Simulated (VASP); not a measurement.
# ZnH5 (P-6m2) in VASP: further runs

The runs below take ZnH5 through relaxation of cell and atoms, single point, with PBE.

Program: VASP 6.6.1. These are calculated values, not measurements. Logs are shortened: lines on timing, memory, paths and dates and some standing lists are left out, and cuts for length are marked.

### 1 The cell of the first run

It takes space group P-6m2 (No. 187, hexagonal). Conventional cell: a = 3.223 Å, b = 3.223 Å, c = 4.834 Å, α = 90.00°, β = 90.00°, γ = 120.00°. Within 1.8 Å of Zn (site symmetry -6m2) lie 5 H at 1.33 to 1.76 Å. H (site symmetry 3m) has 1 H at 1.31 Å and 1 Zn at 1.76 Å within 1.8 Å. Within 1.4 Å of H (site symmetry mm2) lie 2 H at 0.93 Å and 1 Zn at 1.33 Å.

The cell was generated, and may not be a known phase.

### 2 Relaxation of cell and atoms, PBE

Input file INCAR:

```
ALGO     = Normal         # electronic algorithm
EDIFF    = 1E-6           # SCF threshold, eV
EDIFFG   = -0.04          # ionic threshold
ENCUT    = 600            # plane-wave cutoff, eV
GGA      = PE             # functional
IBRION   = 2              # ionic algorithm
ISIF     = 3              # what is computed and relaxed
ISMEAR   = 0              # smearing method
LASPH    = T              # aspherical terms in the spheres
LCHARG   = F              # write CHGCAR
LREAL    = F              # projectors in reciprocal space
LWAVE    = F              # write WAVECAR
NELM     = 80             # most SCF steps
NSW      = 90             # ionic steps
PREC     = Accurate       # precision mode
SIGMA    = 0.1            # smearing width, eV
```

Input file KPOINTS:

```
k-points
0
Gamma
  6 6 4
```

Input file POSCAR:

```
ZnH5
1.0
    3.2225142300      0.0000000000      0.0000000000
   -1.6112571200      2.7907791900      0.0000000000
    0.0000000000      0.0000000000      4.8338253000
Zn H
1 5
Direct
    0.0000000000      0.0000000000      0.0000000000
    0.0000000000      0.0000000000      0.6350366500
    0.0000000000      0.0000000000      0.3649633500
    0.2375938000      0.7624062000      0.0000000000
    0.2375938000      0.4751876000      0.0000000000
    0.5248124000      0.7624062000      0.0000000000
```

Potentials or basis: VASP PAW PBE potentials, release 64 (Zn, H).

Command:

```sh
cat potpaw_PBE.64/Zn/POTCAR potpaw_PBE.64/H/POTCAR > POTCAR
mpirun -np 1 vasp_std > vasp.out
```

OUTCAR:

```text
EDIFF = 1E-6
   EDIFFG = -0.04
   ENCUT = 600
   GGA = PE
   IBRION = 2
   ISIF = 3
   ISMEAR = 0
   LASPH = T
   LREAL = F
   NELM = 80
   NSW = 90
   PREC = Accurate

 ion  position               nearest neighbor table
   1  0.000  0.000  0.000-   6 1.33   5 1.33   4 1.33   3 1.76   2 1.76
   2  0.000  0.000  0.635-   1 1.76
   3  0.000  0.000  0.365-   1 1.76
   4  0.238  0.762  0.000-   1 1.33
   5  0.238  0.475  0.000-   1 1.33
   6  0.525  0.762  0.000-   1 1.33

  LATTYP: Found a hexagonal cell.
 ALAT       =     3.2225142300
 C/A-ratio  =     1.5000167431

  Lattice vectors:

 A1 = (   3.2225142300,   0.0000000000,   0.0000000000)
 A2 = (  -1.6112571200,   2.7907791900,   0.0000000000)
 A3 = (   0.0000000000,   0.0000000000,   4.8338253000)

Analysis of symmetry for initial positions (statically):
=====================================================================
 Subroutine PRICEL returns:
 Original cell was already a primitive cell.

 Routine SETGRP: Setting up the symmetry group for a
 hexagonal supercell.

 Subroutine GETGRP returns: Found 12 space group operations
 (whereof 12 operations were pure point group operations)
 out of a pool of 24 trial point group operations.

The static configuration has the point symmetry D_3h.

Analysis of symmetry for dynamics (positions and initial velocities):
=====================================================================
 Subroutine PRICEL returns:
 Original cell was already a primitive cell.

 Routine SETGRP: Setting up the symmetry group for a
 hexagonal supercell.

 Subroutine GETGRP returns: Found 12 space group operations
 (whereof 12 operations were pure point group operations)
 out of a pool of 24 trial point group operations.

The dynamic configuration has the point symmetry D_3h.

 Subroutine INISYM returns: Found 12 space group operations
 (whereof 12 operations are pure point group operations),
 and found     1 'primitive' translations

----------------------------------------------------------------------------------------

                                     Primitive cell

  volume of cell :      43.4722

  direct lattice vectors                    reciprocal lattice vectors
     3.222514230  0.000000000  0.000000000     0.310316706  0.179161434  0.000000000
    -1.611257120  2.790779190  0.000000000     0.000000000  0.358322867  0.000000000
     0.000000000  0.000000000  4.833825300     0.000000000  0.000000000  0.206875495

  length of vectors
     3.222514230  3.222514235  4.833825300     0.358322867  0.358322867  0.206875495

  position of ions in fractional coordinates (direct lattice)
     0.000000000  0.000000000  0.000000000
     0.000000000  0.000000000  0.635036650
     0.000000000  0.000000000  0.364963350
     0.237593800  0.762406200  0.000000000
     0.237593800  0.475187600  0.000000000
     0.524812400  0.762406200  0.000000000

  ion indices of the primitive-cell ions
   primitive index   ion index
                 1           1
                 2           2
                 3           3
                 4           4
                 5           5
                 6           6

----------------------------------------------------------------------------------------

 KPOINTS: k-points

Automatic generation of k-mesh.
 Grid dimensions read from file:
 generate k-points for:    6    6    4

 Generating k-lattice:

  Cartesian coordinates                     Fractional coordinates (reciprocal lattice)
     0.051719451  0.029860239  0.000000000     0.166666667  0.000000000  0.000000000
     0.000000000  0.059720478  0.000000000     0.000000000  0.166666667  0.000000000
     0.000000000  0.000000000  0.051718874     0.000000000  0.000000000  0.250000000

  Length of vectors
     0.059720478  0.059720478  0.051718874

  Shift w.r.t. Gamma in fractional coordinates (k-lattice)
     0.000000000  0.000000000  0.000000000

 Subroutine IBZKPT returns following result:
 ===========================================

 Found     21 irreducible k-points:

 Following reciprocal coordinates:
            Coordinates               Weight
  0.000000  0.000000  0.000000      1.000000
  0.166667  0.000000  0.000000      6.000000
  0.333333  0.000000  0.000000      6.000000
  0.500000  0.000000  0.000000      3.000000
  0.166667  0.166667  0.000000      6.000000
  0.333333  0.166667  0.000000     12.000000
[... 13 lines left out ...]
  0.333333  0.166667  0.500000     12.000000
  0.333333  0.333333  0.500000      2.000000
   k-points           NKPTS =     21   k-points in BZ     NKDIM =     21   number of bands    NBANDS=     12
   number of dos      NEDOS =    301   number of ions     NIONS =      6
   total plane-waves  NPLWV =  31360
   dimension x,y,z NGX =    28 NGY =   28 NGZ =   40
   dimension x,y,z NGXF=    56 NGYF=   56 NGZF=   80
   ions per type =               1   5
   NGX,Y,Z   is equivalent  to a cutoff of  14.44, 14.44, 13.76 a.u.
   NGXF,Y,Z  is equivalent  to a cutoff of  28.89, 28.89, 27.51 a.u.
 SYSTEM =  unknown system
   PREC   = accura    normal or accurate (medium, high low for compatibility)
   ISTART =      0    job   : 0-new  1-cont  2-samecut
   ICHARG =      2    charge: 1-file 2-atom 10-const
   ISPIN  =      1    spin polarized calculation?
   LNONCOLLINEAR =      F non collinear calculations
   LSORBIT =      F    spin-orbit coupling
   LASPH  =      T    aspherical Exc in radial PAW
   ENCUT  =  600.0 eV  44.10 Ry    6.64 a.u.   6.44  6.44  9.65*2*pi/ulx,y,z
   NELM   =     80;   NELMIN=  2; NELMDL= -5     # of ELM steps
   EDIFF  = 0.1E-05   stopping-criterion for ELM
   LREAL  =      F    real-space projection
   EDIFFG = -.4E-01   stopping-criterion for IOM
   NSW    =     90    number of steps for IOM
   IBRION =      2    ionic relax: 0-MD 1-quasi-New 2-CG
   NFREE  =      1    steps in history (QN), initial steepest desc. (CG)
   ISIF   =      3    stress and relaxation
   ISYM   =      2    0-nonsym 1-usesym 2-fastsym
   POTIM  = 0.5000    time-step for ionic-motion
   TEBEG  =    0.0;   TEEND  =   0.0 temperature during run
   PSTRESS=    0.0 pullay stress
   NELECT =      17.0000    total number of electrons
   NUPDOWN=      -1.0000    fix difference up-down
   EMIN   =  10.00;   EMAX   =-10.00  energy-range for DOS
   EFERMI =   0.00;   METHOD = LEGACY
   ISMEAR =     0;   SIGMA  =   0.10  broadening in eV -4-tet -1-fermi 0-gaus
   EFERMI_NEDOS =   21; number of points for ismear=-14 and -15
   IALGO  =     38    algorithm
   IMIX   =      4    mixing-type and parameters
     AMIX     =   0.40;   BMIX     =  1.00
     AMIX_MAG =   1.60;   BMIX_MAG =  1.00
  volume/ion in A,a.u.               =       7.25        48.89
  Fermi-wavevector in a.u.,A,eV,Ry     =   1.197165  2.262314 19.499928  1.433204
  Thomas-Fermi vector in A             =   2.333087
   LORBIT       =      0    0 simple, 1 ext, 2 COOP (PROOUT), +10 PAW based schemes
   GGA     = PE    functional components
   LHFCALC =     F    Hartree Fock is set to
   AEXX    =    0.0000 exact exchange contribution
   IVDW    =     0    specifies the selected vdW correction
   LEPSILON=     F    determine dielectric tensor
   LRPA    =     F    only Hartree local field effects (RPA)
 conjugate gradient relaxation of ions
 non-spin polarized calculation
 Gauss-broadening in eV      SIGMA  =   0.10
  energy-cutoff  :      600.00
  volume of cell :       43.47
 maximum number of plane-waves:      1495
 NGX is ok and might be reduce to    28
   NGX = 13   NGY = 13   NGZ = 19

--------------------------------------- Ionic step        1  -------------------------------------------

 number of electron      16.9999993 magnetization

 Free energy of the ion-electron system (eV)
  ---------------------------------------------------
  ext. energy  EPLUGINS =         0.00000000
  ---------------------------------------------------
  free energy    TOTEN  =        -9.36294097 eV

  energy without entropy =       -9.35278864  energy(sigma->0) =       -9.35786481

------------------------ aborting loop because EDIFF is reached ----------------------------------------

  FORCE on cell =-STRESS in cart. coord.  units (eV):
  Direction    XX          YY          ZZ          XY          YZ          ZX
  --------------------------------------------------------------------------------------
  -------------------------------------------------------------------------------------
  Total       18.0720823     18.0720824     -2.2830040     -0.0000000      0.0000000      0.0000000
  in kB      666.0510366    666.0510379    -84.1406736     -0.0000012      0.0000000      0.0000000
  external PRESSURE =     415.9871336 kB  Pullay stress =       0.0000000 kB
[... 101 lines left out ...]
  FREE ENERGIE OF THE ION-ELECTRON SYSTEM (eV)
  ---------------------------------------------------
  free  energy   TOTEN  =       -12.8324972231 eV

  energy  without entropy=      -12.8259741846  energy(sigma->0) =      -12.82923570

[... ionic steps 4 to 34 ...]

--------------------------------------- Ionic step       35  -------------------------------------------

 number of electron      17.0000039 magnetization

------------------------ aborting loop because EDIFF is reached ----------------------------------------

  FORCE on cell =-STRESS in cart. coord.  units (eV):
  Direction    XX          YY          ZZ          XY          YZ          ZX
  --------------------------------------------------------------------------------------
  -------------------------------------------------------------------------------------
  Total       -0.0303045     -0.0303045      0.0344250      0.0000000     -0.0000000      0.0000000
  in kB       -0.5285105     -0.5285105      0.6003731      0.0000000     -0.0000000      0.0000000
  external PRESSURE =      -0.1522160 kB  Pullay stress =       0.0000000 kB
[... 65 lines left out ...]
  energy  without entropy=      -14.6913983300  energy(sigma->0) =      -14.69896379

--------------------------------------- Ionic step       37  -------------------------------------------

 number of electron      17.0000046 magnetization

 Free energy of the ion-electron system (eV)
  ---------------------------------------------------
  ext. energy  EPLUGINS =         0.00000000
  ---------------------------------------------------
  free energy    TOTEN  =       -14.70655520 eV

  energy without entropy =      -14.69141514  energy(sigma->0) =      -14.69898517

 E-fermi :  -2.4688     XC(G=0):  -5.8836

 val. band max:       -2.4781174407   @ k =   0.1667   0.1667   0.0000
 cond. band min:      -2.4621267480   @ k =   0.1667   0.1667   0.2500
 fundamental gap:      0.0159906927
 Fermi energy:        -2.4687702324

 k-point     1 :       0.0000    0.0000    0.0000
  band No.  band energies     occupation
      1     -10.5509      2.00000
      2      -9.4910      2.00000
      3      -9.2960      2.00000
      4      -9.2960      2.00000
      5      -9.0305      2.00000
      6      -9.0304      2.00000
      7      -7.9113      2.00000
      8      -1.7758      0.00000
      9      -1.7758      0.00000
     10      -0.9432      0.00000
     11       0.9440      0.00000
     12       3.6766      0.00000
[... 331 lines left out ...]
  FREE ENERGIE OF THE ION-ELECTRON SYSTEM (eV)
  ---------------------------------------------------
  free  energy   TOTEN  =       -14.7065551971 eV

  energy  without entropy=      -14.6914151366  energy(sigma->0) =      -14.69898517

 reached required accuracy - stopping structural energy minimisation
```

It took 2.7 min on 1 thread of Intel Xeon 6975P-C (Granite Rapids), shared host; peak memory 0.18 GiB.

What came out:

```yaml
Free_energy: -14.7066 eV
Relaxed_volume: 15.37 Å³/atom
Relaxed_cell: a = 4.316 Å, b = 4.316 Å, c = 5.718 Å, α = 90.00°, β = 90.00°, γ = 120.00°
Space_group_after_relaxing_to_0.1_Å: P-6m2 (No. 187)
Energy_gained_by_relaxing: 890.6 meV/atom
Ionic_steps: 37
Pressure_after_relaxing: -0.1 GPa
Largest_force_after_relaxing: 0.038 eV/Å
Band_gap_on_the_k_mesh: zero (an odd number of electrons rules out a gap without spin polarisation)
```

Forces on the atoms (eV/Å):
```
Zn   0.000  0.000  0.000
H    0.000  0.000 -0.019
H    0.000  0.000  0.019
H    0.033 -0.019  0.000
H    0.000  0.038  0.000
H   -0.033 -0.019  0.000
```

Step by step:
| step | energy change (eV) | largest force (eV/Å) | pressure (GPa) | volume (Å³) |
| --- | --- | --- | --- | --- |
| 1 | 0.0000 | 1.6865 | 41.60 | 43.47 |
| 2 | -3.1337 | 2.3818 | 11.78 | 55.98 |
| 3 | -3.4696 | 2.9996 | 7.49 | 60.95 |
| 4 | -3.5293 | 3.9923 | 3.94 | 71.40 |
| 5 | -4.6465 | 0.3180 | -2.68 | 87.14 |
| 6 | -4.6882 | 1.2848 | -2.28 | 83.85 |
| 7 | -4.8253 | 2.2719 | 0.12 | 80.70 |
| 8 | -4.8395 | 1.1939 | -0.50 | 81.38 |
| 9 | -4.9821 | 0.9867 | -0.19 | 79.75 |
| 10 | -5.2098 | 0.5369 | 2.50 | 74.56 |
| 11 | -5.2093 | 0.5118 | 2.75 | 74.20 |
| 12 | -5.2358 | 0.7943 | 1.38 | 75.99 |
| 13 | -5.2361 | 0.6766 | 1.56 | 75.80 |
| 14 | -5.2652 | 0.5349 | 1.15 | 77.42 |
| 15 | -5.3121 | 0.0971 | 0.28 | 82.40 |
| 16 | -5.3156 | 0.1651 | 0.11 | 83.96 |
| 17 | -5.3157 | 0.2077 | 0.08 | 84.31 |
| 18 | -5.3201 | 0.3482 | -0.27 | 85.61 |
| 19 | -5.3203 | 0.2671 | -0.19 | 85.41 |
| 20 | -5.3264 | 0.1399 | -0.07 | 86.26 |
| 21 | -5.3294 | 0.1065 | 0.11 | 87.23 |
| 22 | -5.3294 | 0.1186 | 0.16 | 87.38 |
| 23 | -5.3325 | 0.1163 | 0.06 | 87.95 |
| 24 | -5.3347 | 0.2774 | -0.05 | 88.69 |
| 25 | -5.3340 | 0.6125 | -0.25 | 90.16 |
| 26 | -5.3352 | 0.3980 | -0.04 | 89.21 |
| 27 | -5.3362 | 0.3697 | -0.09 | 89.37 |
| 28 | -5.3387 | 0.2836 | -0.11 | 89.85 |
| 29 | -5.3421 | 0.0988 | -0.09 | 90.79 |
| 30 | -5.3417 | 0.3238 | 0.07 | 92.67 |
| 31 | -5.3431 | 0.0892 | 0.07 | 91.62 |
| 32 | -5.3430 | 0.1368 | 0.03 | 91.84 |
| 33 | -5.3431 | 0.1184 | 0.01 | 91.76 |
| 34 | -5.3431 | 0.1036 | 0.01 | 91.69 |
| 35 | -5.3434 | 0.0627 | -0.02 | 91.87 |
| 36 | -5.3436 | 0.0499 | -0.14 | 92.36 |
| 37 | -5.3436 | 0.0376 | -0.08 | 92.22 |

Final structure:
```cif
data_structure
_symmetry_space_group_name_H-M 'P 1'
_symmetry_Int_Tables_number 1
_cell_length_a 4.3155
_cell_length_b 4.3155
_cell_length_c 5.7180
_cell_angle_alpha 90.000
_cell_angle_beta 90.000
_cell_angle_gamma 120.000
_cell_volume 92.22
loop_
_atom_site_label
_atom_site_type_symbol
_atom_site_fract_x
_atom_site_fract_y
_atom_site_fract_z
_atom_site_occupancy
Zn1 Zn 0.00000 0.00000 0.00000 1
H1 H 0.00000 0.00000 0.56618 1
H2 H 0.00000 0.00000 0.43382 1
H3 H 0.21981 0.78019 0.00000 1
H4 H 0.21981 0.43961 0.00000 1
H5 H 0.56039 0.78019 0.00000 1
```

Caveat: the k points lie up to 0.28 Å⁻¹ apart in the final cell, too coarse for converged energies and pressures of a metal; the volume moved by over 15 % at a fixed basis, so the end points are rough.

(Continued in part 2 of 2.)

The gap in the log of VASP goes by the Fermi energy; the results here count the filled bands.